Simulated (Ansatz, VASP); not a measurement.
# Two plane-wave programs on SiC

```
Si C
1.0
     0.00000    2.23623    2.23623
     2.23623    0.00000    2.23623
     2.21253    2.21253    0.02370
Si C
1 1
Direct
  0.00000 0.00000 0.00000
  0.75000 0.75000 0.75000
```

Alike in both runs: task single point; functional PBE; k mesh 12 × 12 × 12; occupations gaussian, width 0.05 eV; no spin polarisation.

|  | VASP | Ansatz |
| --- | --- | --- |
| version | VASP 6.6.1 | Ansatz 0.2.0 |
| potentials or method | VASP PAW PBE potentials, release 64 (Si, C), cutoff 520 eV | scalar-relativistic, plane waves, PAW |
| valence electrons in the cell | 8 | 8 |

```tsv
	VASP	Ansatz	Ansatz less VASP
gap on the k mesh at the Fermi level (eV)	1.36	1.36	+0.003
least direct gap on the mesh (eV)	4.39	4.40	+0.003
pressure (GPa)	-9.0	-9.0	+0.02
traceless stress, the component that is largest in VASP (GPa)	2.51	2.50	-0.010
rms of the force components (eV/Å)	0.063	0.063	+0.0001
```

Atom by atom the forces differ by 0.000 eV/Å (rms over components). With one functional, cell and mesh, what is left measures potentials, basis and numerics.
